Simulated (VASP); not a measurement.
# HfZrS3 (R3m) in VASP: a series of runs

HfZrS3 is run at these levels: PBE; tasks: single point, relaxation of cell and atoms.

Everything below comes from runs of VASP 6.6.1. Logs are shortened: lines on timing, memory, paths and dates and some standing lists are left out, and cuts for length are marked.

### Step 1. The cell of the first run

It takes space group R3m (No. 160, trigonal). The conventional cell has a = 6.968 Å, b = 6.968 Å, c = 9.642 Å, α = 90.00°, β = 90.00°, γ = 120.00°. Zr (site symmetry 3m) has 6 S at 2.57 to 2.58 Å and 1 Hf at 2.89 Å within 3.4 Å. Hf (site symmetry 3m) has 3 S at 2.41 Å and 1 Zr at 2.89 Å within 3.2 Å. Within 3.2 Å of S (site symmetry m) lie 1 Hf at 2.41 Å and 2 Zr at 2.57 to 2.58 Å.

The cell was generated, and may not be a known phase.

### Step 2. Single point, PBE, collinear spin

Contents of INCAR:

```
SYSTEM = HfZrS3
  PREC = Accurate
  ENCUT = 520
  EDIFF = 1E-7
  ISMEAR = 0
  SIGMA = 0.1
  LREAL = .False.
  LASPH = .True.
  NELM = 150
  ALGO = Normal
  ISIF = 2
  LWAVE = .False.
  LCHARG = .False.
  ISPIN = 2
  MAGMOM = 1 0 0 0 0
  LORBIT = 11
  LMAXMIX = 4
  GGA = PE
  NBANDS = 32
```

Contents of KPOINTS:

```
regular mesh
0
Gamma
  3 3 3
  0 0 0
```

Contents of POSCAR:

```
HfZrS3
1.0
    3.4837758144      2.0113589042      3.2138628146
   -3.4837758144      2.0113589042      3.2138628146
    0.0000000000     -4.0227178085      3.2138628146
Zr Hf S
1 1 3
Direct
    0.5571759688      0.5571759688      0.5571759688
    0.8570786608      0.8570786608      0.8570786608
    0.5536544783      0.5536544783      0.0564364138
    0.5536544783      0.0564364138      0.5536544783
    0.0564364138      0.5536544783      0.5536544783
```

Potentials or basis: VASP PAW PBE potentials, release 64 (Zr_sv, Hf_pv, S).

Command:

```
cat potpaw_PBE.64/Zr_sv/POTCAR potpaw_PBE.64/Hf_pv/POTCAR potpaw_PBE.64/S/POTCAR > POTCAR
mpirun -np 1 vasp_std > vasp.out
```

OUTCAR:

```text
SYSTEM = HfZrS3
   PREC = Accurate
   ENCUT = 520
   EDIFF = 1E-7
   ISMEAR = 0
   LREAL = .False.
   LASPH = .True.
   NELM = 150
   ISIF = 2
   ISPIN = 2
   LORBIT = 11
   GGA = PE

 ion  position               nearest neighbor table
   1  0.557  0.557  0.557-   4 2.57   5 2.57   3 2.57   4 2.58   5 2.58   3 2.58   2 2.89
   2  0.857  0.857  0.857-   3 2.41   4 2.41   5 2.41   1 2.89
   3  0.554  0.554  0.056-   2 2.41   1 2.57   1 2.58
   4  0.554  0.056  0.554-   2 2.41   1 2.57   1 2.58
   5  0.056  0.554  0.554-   2 2.41   1 2.57   1 2.58

  LATTYP: Found a trigonal (rhomboedric) cell.
 ALAT       =     5.1489001503
 COS(alpha) =     0.0844091255

  Lattice vectors:

 A1 = (   3.4837758144,   2.0113589042,   3.2138628146)
 A2 = (  -3.4837758144,   2.0113589042,   3.2138628146)
 A3 = (   0.0000000000,  -4.0227178085,   3.2138628146)

Analysis of symmetry for initial positions (statically):
=====================================================================
 Subroutine PRICEL returns:
 Original cell was already a primitive cell.

 Routine SETGRP: Setting up the symmetry group for a
 trigonal (rhombohedral) supercell.

 Subroutine GETGRP returns: Found  6 space group operations
 (whereof  6 operations were pure point group operations)
 out of a pool of 12 trial point group operations.

The static configuration has the point symmetry C_3v.

Analysis of symmetry for dynamics (positions and initial velocities):
=====================================================================
 Subroutine PRICEL returns:
 Original cell was already a primitive cell.

 Routine SETGRP: Setting up the symmetry group for a
 trigonal (rhombohedral) supercell.

 Subroutine GETGRP returns: Found  6 space group operations
 (whereof  6 operations were pure point group operations)
 out of a pool of 12 trial point group operations.

The dynamic configuration has the point symmetry C_3v.

Analysis of structural, dynamic, and magnetic symmetry:
=====================================================================
 Subroutine PRICEL returns:
 Original cell was already a primitive cell.

 Routine SETGRP: Setting up the symmetry group for a
 trigonal (rhombohedral) supercell.

 Subroutine GETGRP returns: Found  6 space group operations
[... 115 lines left out ...]
   GGA     = PE    functional components
   LHFCALC =     F    Hartree Fock is set to
   AEXX    =    0.0000 exact exchange contribution
   IVDW    =     0    specifies the selected vdW correction
   LEPSILON=     F    determine dielectric tensor
   LRPA    =     F    only Hartree local field effects (RPA)
 spin polarized calculation
 Gauss-broadening in eV      SIGMA  =   0.10
  energy-cutoff  :      520.00
  volume of cell :      135.12
 maximum number of plane-waves:      3647
 NGX is ok and might be reduce to    40
   NGX = 19   NGY = 19   NGZ = 19

 number of electron      40.0000000 magnetization       0.0499636

 Free energy of the ion-electron system (eV)
  ---------------------------------------------------
  ext. energy  EPLUGINS =         0.00000000
  ---------------------------------------------------
  free energy    TOTEN  =       -35.87655196 eV

  energy without entropy =      -35.86425213  energy(sigma->0) =      -35.87040205

 E-fermi :   4.3553     XC(G=0):  -8.7182

 val. band max:        4.3247425072   @ k =   0.3333   0.3333   0.3333
 cond. band min:       4.3725686530   @ k =   0.3333   0.3333   0.3333
 fundamental gap:      0.0478261458
 Fermi energy:         4.3553046700

 spin component 1

 k-point     1 :       0.0000    0.0000    0.0000
  band No.  band energies     occupation
      1     -45.2805      1.00000
      2     -27.5985      1.00000
      3     -27.5985      1.00000
      4     -27.4407      1.00000
      5     -23.4592      1.00000
      6     -23.4592      1.00000
[... 199 lines left out ...]
     31       9.9806      0.00000
     32      10.8702      0.00000
 Fermi energy:         4.3553046700

 spin component 2

 k-point     1 :       0.0000    0.0000    0.0000
  band No.  band energies     occupation
      1     -45.2751      1.00000
      2     -27.5888      1.00000
      3     -27.5888      1.00000
      4     -27.4165      1.00000
      5     -23.4551      1.00000
      6     -23.4551      1.00000
[... 199 lines left out ...]
     31       9.9852      0.00000
     32      10.8729      0.00000

------------------------ aborting loop because EDIFF is reached ----------------------------------------

  FORCE on cell =-STRESS in cart. coord.  units (eV):
  Direction    XX          YY          ZZ          XY          YZ          ZX
  --------------------------------------------------------------------------------------
  -------------------------------------------------------------------------------------
  Total       -0.0601602     -0.0601602     -0.2026555     -0.0000000      0.0000000      0.0000000
  in kB       -0.7133483     -0.7133483     -2.4029830     -0.0000000      0.0000000      0.0000000
  external PRESSURE =      -1.2765599 kB  Pullay stress =       0.0000000 kB

 VOLUME and BASIS-vectors are now :
 -----------------------------------------------------------------------------
  energy-cutoff  :      520.00
  volume of cell :      135.12
      direct lattice vectors                 reciprocal lattice vectors
     3.483775814  2.011358904  3.213862815     0.143522438  0.082862718  0.103717350
    -3.483775814  2.011358904  3.213862815    -0.143522438  0.082862718  0.103717350
     0.000000000 -4.022717809  3.213862815     0.000000000 -0.165725437  0.103717350

 POSITION                                       TOTAL-FORCE (eV/Angst)
 -----------------------------------------------------------------------------------
      0.00000     -0.00000      5.37206         0.000000     -0.000000      0.086457
      0.00000     -0.00000      8.26360         0.000000      0.000000     -0.150068
      0.00000      2.00017      3.74012         0.000000     -0.028656      0.021204
      1.73220     -1.00008      3.74012        -0.024817      0.014328      0.021204
     -1.73220     -1.00008      3.74012         0.024817      0.014328      0.021204
 -----------------------------------------------------------------------------------
    total drift:                               -0.000000      0.000000      0.000703

  FREE ENERGIE OF THE ION-ELECTRON SYSTEM (eV)
  ---------------------------------------------------
  free  energy   TOTEN  =       -35.8765519623 eV

  energy  without entropy=      -35.8642521330  energy(sigma->0) =      -35.87040205

 total charge

# of ion       s       p       d       tot
------------------------------------------
    1        2.149   5.998   1.615   9.762
    2        0.316   6.259   1.725   8.300
    3        1.330   2.439   0.000   3.769
    4        1.330   2.439   0.000   3.769
    5        1.330   2.439   0.000   3.769
--------------------------------------------------
tot          6.457  19.575   3.339  29.371

 magnetization (x)

# of ion       s       p       d       tot
------------------------------------------
    1        0.000   0.000   0.009   0.009
    2        0.001   0.000   0.024   0.026
    3       -0.000  -0.000   0.000  -0.000
    4       -0.000  -0.000   0.000  -0.000
    5       -0.000  -0.000   0.000  -0.000
--------------------------------------------------
tot          0.001  -0.000   0.033   0.034
```

OSZICAR:

```text
N       E                     dE             d eps       ncg     rms          rms(c)
DAV:   1     0.268121327535E+03    0.26812E+03   -0.18890E+04   768   0.110E+03
DAV:   2    -0.179947179103E+02   -0.28612E+03   -0.27618E+03   944   0.286E+02
[... 11 lines left out ...]
DAV:  14    -0.358765245549E+02   -0.55442E-04   -0.33814E-05   880   0.225E-02    0.189E-02
DAV:  15    -0.358765471350E+02   -0.22580E-04   -0.18378E-05   912   0.164E-02    0.752E-03
DAV:  16    -0.358765506738E+02   -0.35388E-05   -0.28713E-06   984   0.671E-03    0.521E-03
DAV:  17    -0.358765517768E+02   -0.11030E-05   -0.13422E-06   896   0.434E-03    0.162E-03
DAV:  18    -0.358765519167E+02   -0.13993E-06   -0.19204E-07   864   0.160E-03    0.822E-04
DAV:  19    -0.358765519623E+02   -0.45554E-07   -0.30793E-08   704   0.758E-04
   1 F= -.35876552E+02 E0= -.35870402E+02  d E =-.122998E-01  mag=     0.0501
```

It took 2.9 min on 1 thread of Intel Xeon 8259CL, shared host; peak memory 0.3 GiB.

Results:

```
Free energy                                           : -35.8766 eV
Pressure                                              : -0.1 GPa
Largest force                                         : 0.150 eV/Å
Net moment                                            : 0.05 μB per cell
Site moments                                          : Zr +0.01; Hf +0.03; S -0.00 μB
Valence electrons inside the program's atomic spheres : Zr 9.76; Hf 8.30; S 3.77
```

Forces on the atoms (eV/Å):
```
Zr   0.000  0.000  0.086
Hf   0.000  0.000 -0.150
S    0.000 -0.029  0.021
S   -0.025  0.014  0.021
S    0.025  0.014  0.021
```

Caveat: the k points lie up to 0.41 Å⁻¹ apart; spin-orbit coupling is left out, which moves the levels of the heavy elements.

### Step 3. Relaxation of cell and atoms, PBE

Contents of INCAR:

```
ALGO = Normal
EDIFF = 1E-7
EDIFFG = -0.01
ENCUT = 600
GGA = PE
IBRION = 2
ISIF = 3
ISMEAR = 0
LASPH = T
LCHARG = F
LREAL = F
LWAVE = F
NELM = 100
NSW = 100
PREC = Accurate
SIGMA = 0.1
```

Contents of KPOINTS:

```
k-points
0
Gamma
  6 6 6
```

POSCAR is that of step 2.

Potentials or basis: VASP PAW PBE potentials, release 64 (Zr_sv, Hf_pv, S).

Command:

```
cat potpaw_PBE.64/Zr_sv/POTCAR potpaw_PBE.64/Hf_pv/POTCAR potpaw_PBE.64/S/POTCAR > POTCAR
mpirun -np 1 vasp_std > vasp.out
```

Run time: 16 min. Hardware: 1 thread of Intel Xeon 8259CL, shared host; peak memory 0.36 GiB.

It converged, with:

```
Free energy                           : -35.9212 eV
Relaxed volume                        : 27.05 Å³/atom
Relaxed cell                          : a = 5.151 Å, b = 5.151 Å, c = 5.151 Å, α = 85.08°, β = 85.08°, γ = 85.08°
Space group after relaxing (to 0.1 Å) : R3m (No. 160)
Energy gained by relaxing             : 0.1 meV/atom
Ionic steps                           : 6
Pressure after relaxing               : 0.0 GPa
Largest force after relaxing          : 0.007 eV/Å
Band gap on the k mesh                : zero (bands 20 and 21 overlap by 0.54 eV)
```

Forces on the atoms (eV/Å):
```
Zr   0.000  0.000  0.007
Hf   0.000  0.000 -0.007
S    0.000 -0.003  0.000
S   -0.002  0.001  0.000
S    0.002  0.001  0.000
```

The path:
```csv
step,energy change (eV),largest force (eV/Å),pressure (GPa),volume (Å³)
1,0.0000,0.1018,-0.15,135.12
2,0.0002,0.0791,0.33,134.64
3,-0.0003,0.0238,0.06,134.91
4,-0.0004,0.0164,0.04,135.02
5,-0.0004,0.0130,0.00,135.20
6,-0.0004,0.0073,-0.02,135.23
```

Final structure:
```
Zr Hf S
1.0
     3.48267    2.01072    3.21856
    -3.48267    2.01072    3.21856
     0.00000   -4.02144    3.21856
Zr Hf S
1 1 3
Direct
  0.55731 0.55731 0.55731
  0.85637 0.85637 0.85637
  0.55386 0.55386 0.05659
  0.55386 0.05659 0.55386
  0.05659 0.55386 0.55386
```

Levels at points of the mesh, in eV from the Fermi level:
```csv
k point,band 17,band 18,band 19,band 20,band 21,band 22,band 23,band 24
"(0.00, 0.00, 0.00)",-2.33,-2.33,-2.19,-1.02,-0.45,-0.45,0.37,1.35
"(0.50, 0.00, 0.00)",-3.42,-2.88,-2.53,-0.89,0.56,1.12,1.39,1.40
"(0.50, 0.50, 0.00)",-3.66,-3.51,-2.15,-0.03,0.89,1.24,1.29,1.61
"(0.50, 0.50, 0.50)",-2.89,-2.89,-1.48,0.09,0.82,0.82,1.03,2.31
```

Caveat: spin-orbit coupling is left out, which moves the levels of the heavy elements.

The gap in the log of VASP goes by the Fermi energy; the results here count the filled bands.